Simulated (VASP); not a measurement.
# BaNaMg6 in VASP: a series of runs

BaNaMg6 is run at these levels: PBE; tasks: single point.

Everything below comes from runs of VASP 6.6.1. Logs are shortened: lines on timing, memory, paths and dates and some standing lists are left out, and cuts for length are marked.

### Step 1. The cell of the first run

Symmetry: Amm2, No. 38, orthorhombic system. Conventional cell: a = 5.386 Å, b = 6.681 Å, c = 12.870 Å, α = 90.00°, β = 90.00°, γ = 90.00°. Ba (site symmetry mm2) has 2 Na at 3.34 Å and 10 Mg at 3.48 to 3.67 Å within 4.4 Å. Mg (site symmetry mm2) has 10 Mg at 3.17 to 4.08 Å and 2 Ba at 3.48 Å within 4.2 Å. Mg (site symmetry mm2) has 10 Mg at 3.35 to 3.84 Å and 2 Na at 3.42 Å within 4.4 Å. Within 4.2 Å of Mg (site symmetry m) lie 8 Mg at 3.17 to 4.08 Å and 2 Na at 3.43 Å and 2 Ba at 3.53 Å. Mg (site symmetry m) has 8 Mg at 3.22 to 3.39 Å and 2 Na at 3.55 to 3.70 Å and 2 Ba at 3.58 to 3.67 Å within 4.2 Å. Na (site symmetry mm2) has 2 Ba at 3.34 Å and 10 Mg at 3.42 to 3.70 Å within 4.4 Å.

### Step 2. Single point, PBE

Contents of INCAR:

```
ALGO = Fast
EDIFF = 1E-7
ENCUT = 520
GGA = PE
ISIF = 2
ISMEAR = -1
LASPH = True
LCHARG = True
LELF = True
LREAL = False
LVHAR = True
LWAVE = False
NBANDS = 24
NELM = 100
PREC = Accurate
SIGMA = 0.05
```

Contents of KPOINTS:

```
k-points
0
Gamma
  5 5 5
```

Contents of POSCAR:

```
BaNaMg6
1.0
    5.3861500000      0.0000000000      0.0000000000
    0.0000000000      3.3405565000      6.4349645000
    0.0000000000     -3.3405565000      6.4349645000
Ba Mg Na
1 6 1
Direct
    0.5000000000      0.6777020000      0.6777020000
    0.0000000000      0.8491800000      0.8491800000
    0.0000000000      0.3324470000      0.3324470000
    0.0000000000      0.3033160000      0.8197440000
    0.0000000000      0.8197440000      0.3033160000
    0.5000000000      0.1710630000      0.6778290000
    0.5000000000      0.6778290000      0.1710630000
    0.5000000000      0.1687150000      0.1687150000
```

Potentials or basis: VASP PAW PBE potentials, release 64 (Ba_sv, Mg, Na_pv).

Command:

```console
$ cat potpaw_PBE.64/Ba_sv/POTCAR potpaw_PBE.64/Mg/POTCAR potpaw_PBE.64/Na_pv/POTCAR > POTCAR
$ mpirun -np 1 vasp_std > vasp.out
```

OUTCAR:

```text
EDIFF = 1E-7
   ENCUT = 520
   GGA = PE
   ISIF = 2
   ISMEAR = -1
   LASPH = True
   LREAL = False
   NELM = 100
   PREC = Accurate

 ion  position               nearest neighbor table
   1  0.500  0.678  0.678-   8 3.34   8 3.34   2 3.48   2 3.48   5 3.53   4 3.53   4 3.53   5 3.53
                             7 3.58   6 3.58   7 3.67   6 3.67
   2  0.000  0.849  0.849-   4 3.17   5 3.17   6 3.30   7 3.30   6 3.30   7 3.30   3 3.35   3 3.35
                             1 3.48   1 3.48
   3  0.000  0.332  0.332-   2 3.35   2 3.35   6 3.39   7 3.39   6 3.39   7 3.39   4 3.42   5 3.42

   4  0.000  0.303  0.820-   2 3.17   6 3.22   6 3.22   5 3.23   3 3.42   5 3.45   1 3.53   1 3.53

   5  0.000  0.820  0.303-   2 3.17   7 3.22   7 3.22   4 3.23   3 3.42   4 3.45   1 3.53   1 3.53

   6  0.500  0.171  0.678-   4 3.22   4 3.22   7 3.30   2 3.30   2 3.30   7 3.39   3 3.39   3 3.39
                             1 3.58   1 3.67
   7  0.500  0.678  0.171-   5 3.22   5 3.22   6 3.30   2 3.30   2 3.30   6 3.39   3 3.39   3 3.39
                             1 3.58   1 3.67
   8  0.500  0.169  0.169-   1 3.34   1 3.34

  LATTYP: Found a base centered orthorhombic cell.
 ALAT       =     6.6811130000
 B/A-ratio  =     1.9263151214
 C/A-ratio  =     0.8061755579

  Lattice vectors:

 A1 = (   0.0000000000,   3.3405565000,  -6.4349645000)
 A2 = (   0.0000000000,   3.3405565000,   6.4349645000)
 A3 = (   5.3861500000,   0.0000000000,   0.0000000000)

Analysis of symmetry for initial positions (statically):
=====================================================================
 Subroutine PRICEL returns:
 Original cell was already a primitive cell.

 Routine SETGRP: Setting up the symmetry group for a
 base centered orthorhombic supercell.

 Subroutine GETGRP returns: Found  4 space group operations
 (whereof  4 operations were pure point group operations)
 out of a pool of  8 trial point group operations.

The static configuration has the point symmetry C_2v.

Analysis of symmetry for dynamics (positions and initial velocities):
=====================================================================
 Subroutine PRICEL returns:
 Original cell was already a primitive cell.

 Routine SETGRP: Setting up the symmetry group for a
 base centered orthorhombic supercell.

 Subroutine GETGRP returns: Found  4 space group operations
 (whereof  4 operations were pure point group operations)
 out of a pool of  8 trial point group operations.

The dynamic configuration has the point symmetry C_2v.

 Subroutine INISYM returns: Found  4 space group operations
 (whereof  4 operations are pure point group operations),
 and found     1 'primitive' translations
[... 115 lines left out ...]
   POTIM  = 0.5000    time-step for ionic-motion
   TEBEG  =    0.0;   TEEND  =   0.0 temperature during run
   PSTRESS=    0.0 pullay stress
   NELECT =      29.0000    total number of electrons
   NUPDOWN=      -1.0000    fix difference up-down
   EMIN   =  10.00;   EMAX   =-10.00  energy-range for DOS
   EFERMI =   0.00;   METHOD = LEGACY
   ISMEAR =    -1;   SIGMA  =   0.05  broadening in eV -4-tet -1-fermi 0-gaus
   EFERMI_NEDOS =   21; number of points for ismear=-14 and -15
   IALGO  =     68    algorithm
   IMIX   =      4    mixing-type and parameters
     AMIX     =   0.40;   BMIX     =  1.00
     AMIX_MAG =   1.60;   BMIX_MAG =  1.00
  volume/ion in A,a.u.               =      28.95       195.33
  Fermi-wavevector in a.u.,A,eV,Ry     =   0.819061  1.547801  9.127622  0.670861
  Thomas-Fermi vector in A             =   1.929799
   LORBIT       =      0    0 simple, 1 ext, 2 COOP (PROOUT), +10 PAW based schemes
   GGA     = PE    functional components
   LHFCALC =     F    Hartree Fock is set to
   AEXX    =    0.0000 exact exchange contribution
   IVDW    =     0    specifies the selected vdW correction
   LEPSILON=     F    determine dielectric tensor
   LRPA    =     F    only Hartree local field effects (RPA)
 non-spin polarized calculation
 RMM-DIIS sequential band-by-band and
  energy-cutoff  :      520.00
  volume of cell :      231.57
 maximum number of plane-waves:      6272
   NGX = 21   NGY = 27   NGZ = 27

 number of electron      28.9999994 magnetization

 Free energy of the ion-electron system (eV)
  ---------------------------------------------------
  ext. energy  EPLUGINS =         0.00000000
  ---------------------------------------------------
  free energy    TOTEN  =       -11.39474415 eV

  energy without entropy =      -11.36439425  energy(sigma->0) =      -11.37956920

 E-fermi :   1.9194     XC(G=0):  -8.0635

 val. band max:        1.9170699019   @ k =   0.4000   0.0000   0.0000
 cond. band min:       1.9260864922   @ k =   0.4000   0.2000   0.2000
 fundamental gap:      0.0090165903
 Fermi energy:         1.9194349216

 k-point     1 :       0.0000    0.0000    0.0000
  band No.  band energies     occupation
      1     -26.1866      2.00000
      2     -22.6593      2.00000
      3     -22.5661      2.00000
      4     -22.5507      2.00000
      5     -11.5963      2.00000
      6     -11.4624      2.00000
[... 637 lines left out ...]
     23       5.1886      0.00000
     24       5.6396      0.00000

 [... further k-points ...]

------------------------ aborting loop because EDIFF is reached ----------------------------------------

  FORCE on cell =-STRESS in cart. coord.  units (eV):
  Direction    XX          YY          ZZ          XY          YZ          ZX
  --------------------------------------------------------------------------------------
  -------------------------------------------------------------------------------------
  Total        0.0107724      0.2215060      0.0106276      0.0000000      0.0000000      0.0000000
  in kB        0.0745331      1.5325779      0.0735316      0.0000000      0.0000000      0.0000000
  external PRESSURE =       0.5602142 kB  Pullay stress =       0.0000000 kB

 VOLUME and BASIS-vectors are now :
 -----------------------------------------------------------------------------
  energy-cutoff  :      520.00
  volume of cell :      231.57
      direct lattice vectors                 reciprocal lattice vectors
     5.386150000  0.000000000  0.000000000     0.185661372  0.000000000  0.000000000
     0.000000000  3.340556500  6.434964500     0.000000000  0.149675660  0.077700506
     0.000000000 -3.340556500  6.434964500     0.000000000 -0.149675660  0.077700506

 POSITION                                       TOTAL-FORCE (eV/Angst)
 -----------------------------------------------------------------------------------
      2.69307      0.00000      8.72198         0.000000      0.000000      0.052697
      0.00000      0.00000     10.92889         0.000000      0.000000      0.075327
      0.00000      0.00000      4.27857         0.000000      0.000000     -0.025527
      0.00000     -1.72516      7.22685         0.000000      0.020939     -0.087498
      0.00000      1.72516      7.22685         0.000000     -0.020939     -0.087498
      2.69307     -1.69288      5.46259         0.000000      0.031547      0.039199
      2.69307      1.69288      5.46259         0.000000     -0.031547      0.039199
      2.69307      0.00000      2.17135         0.000000      0.000000     -0.005901
 -----------------------------------------------------------------------------------
    total drift:                               -0.000000      0.000000      0.001000

  FREE ENERGIE OF THE ION-ELECTRON SYSTEM (eV)
  ---------------------------------------------------
  free  energy   TOTEN  =       -11.3947441452 eV

  energy  without entropy=      -11.3643942514  energy(sigma->0) =      -11.37956920
```

OSZICAR:

```text
N       E                     dE             d eps       ncg     rms          rms(c)
DAV:   1     0.155525508972E+03    0.15553E+03   -0.10726E+04  1296   0.942E+02
DAV:   2     0.619633542340E+01   -0.14933E+03   -0.14203E+03  1536   0.200E+02
DAV:   3    -0.107749265408E+02   -0.16971E+02   -0.16732E+02  1736   0.659E+01
DAV:   4    -0.118314821391E+02   -0.10566E+01   -0.10540E+01  1912   0.127E+01
DAV:   5    -0.118483883114E+02   -0.16906E-01   -0.16904E-01  1752   0.172E+00    0.417E+00
RMM:   6    -0.114340690231E+02    0.41432E+00   -0.48895E-01  1713   0.170E+00    0.197E+00
RMM:   7    -0.114026404013E+02    0.31429E-01   -0.18899E-01  1832   0.126E+00    0.839E-01
RMM:   8    -0.113941231873E+02    0.85172E-02   -0.37239E-02  1988   0.100E+00    0.120E-01
RMM:   9    -0.113947329269E+02   -0.60974E-03   -0.78135E-03  2165   0.341E-01    0.884E-02
RMM:  10    -0.113946935387E+02    0.39388E-04   -0.12063E-03  2055   0.148E-01    0.428E-02
RMM:  11    -0.113947227273E+02   -0.29189E-04   -0.43977E-04  2185   0.852E-02    0.141E-02
RMM:  12    -0.113947363685E+02   -0.13641E-04   -0.13782E-04  2307   0.398E-02    0.592E-03
RMM:  13    -0.113947409335E+02   -0.45649E-05   -0.46719E-05  2247   0.221E-02    0.323E-03
RMM:  14    -0.113947425712E+02   -0.16377E-05   -0.19757E-05  2168   0.147E-02    0.924E-04
RMM:  15    -0.113947435864E+02   -0.10153E-05   -0.82376E-06  2127   0.907E-03    0.703E-04
RMM:  16    -0.113947439130E+02   -0.32656E-06   -0.37692E-06  1742   0.546E-03    0.362E-04
RMM:  17    -0.113947440808E+02   -0.16780E-06   -0.17157E-06  1528   0.356E-03    0.137E-04
RMM:  18    -0.113947441452E+02   -0.64399E-07   -0.80521E-07  1409   0.251E-03
   1 F= -.11394744E+02 E0= -.11379569E+02  d E =-.303499E-01
```

Run time: 5.1 min. Hardware: 1 thread of Intel Xeon Platinum 8259CL at 2.50GHz (Skylake/Cascade Lake), shared host; peak memory 0.43 GiB.

Results:

```
Free energy            : -11.3947 eV
Pressure               : 0.1 GPa
Largest force          : 0.090 eV/Å
Band gap on the k mesh : zero (an odd number of electrons rules out a gap without spin polarisation)
```

Forces in eV/Å, atoms in the order of the input:
```
Ba   0.000  0.000  0.053
Mg   0.000  0.000  0.075
Mg   0.000  0.000 -0.026
Mg   0.000  0.021 -0.087
Mg   0.000 -0.021 -0.087
Mg   0.000  0.032  0.039
Mg   0.000 -0.032  0.039
Na   0.000  0.000 -0.006
```

Caveat: spin-orbit coupling is left out, which moves the levels of the heavy elements.

(Part 1 of 2 ends here.)

The gap in the log of VASP goes by the Fermi energy; the results here count the filled bands.